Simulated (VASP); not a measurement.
**Sr: relaxation of volume and atoms at fixed shape with LDA**

Sr:

```
CELL_PARAMETERS angstrom
0.00000 3.04235 3.04235
3.04235 0.00000 3.04235
3.04235 3.04235 0.00000
ATOMIC_POSITIONS crystal
Sr 0.00000 0.00000 0.00000
```

* Program: VASP 6.6.1
* Task: relaxation of volume and atoms at fixed shape
* Functional: LDA
* Potentials or basis: VASP PAW LDA potentials, release 64 (Sr_sv)
* Cutoff: 600 eV
* k mesh: 6 × 6 × 6
* Occupations: gaussian, width 0.1 eV
* Spin: no spin polarisation
* Dipole correction: no
* Further INCAR settings: ALGO = Normal; EDIFF = 1e-07; IBRION = 2; EDIFFG = -0.01; NSW = 80; ISIF = 8

```
Relaxed volume                         : 49.08 Å³/atom
Relaxed cell                           : a = 4.110 Å, b = 4.110 Å, c = 4.110 Å, α = 60.00°, β = 60.00°, γ = 60.00°
Space group after relaxing (to 0.05 Å) : Fm-3m (No. 225)
Energy gained by relaxing              : 38.9 meV/atom
Ionic steps                            : 4
Pressure after relaxing                : 0.0 GPa
Band gap on the k mesh                 : 0.05 eV, direct
```

Step by step:
| step | energy change (eV) | largest force (eV/Å) | pressure (GPa) | volume (Å³) |
| --- | --- | --- | --- | --- |
| 1 | 0.0000 | 0.0000 | -1.55 | 56.32 |
| 2 | -0.0319 | 0.0000 | -0.75 | 51.99 |
| 3 | -0.0388 | 0.0000 | -0.08 | 49.39 |
| 4 | -0.0389 | 0.0000 | 0.00 | 49.08 |

Final structure:
```cif
data_structure
_symmetry_space_group_name_H-M 'P 1'
_symmetry_Int_Tables_number 1
_cell_length_a 4.1098
_cell_length_b 4.1098
_cell_length_c 4.1098
_cell_angle_alpha 60.000
_cell_angle_beta 60.000
_cell_angle_gamma 60.000
_cell_volume 49.08
loop_
_atom_site_label
_atom_site_type_symbol
_atom_site_fract_x
_atom_site_fract_y
_atom_site_fract_z
_atom_site_occupancy
Sr1 Sr 0.00000 0.00000 0.00000 1
```

Levels at points of the mesh, in eV from the valence-band top:
```
           k point  band 3  band 4  band 5  band 6  band 7  band 8
(0.00, 0.00, 0.00)  -18.19  -18.19   -3.83    2.37    2.37    2.37
(0.50, 0.00, 0.00)  -18.23  -18.23   -1.23    0.30    2.20    2.20
(0.50, 0.50, 0.00)  -18.29  -18.29   -0.79    0.19    1.38    5.22
```

Wall time 29 s on 1 thread of Intel(R) Xeon(R) Platinum 8259CL CPU @ 2.50GHz (Skylake/Cascade Lake), on a shared host, peak memory 0.17 GiB.

Caveat: the volume moved by -13 % from the deposited cell, more than functionals usually miss. LDA usually gives volumes a few per cent too small.
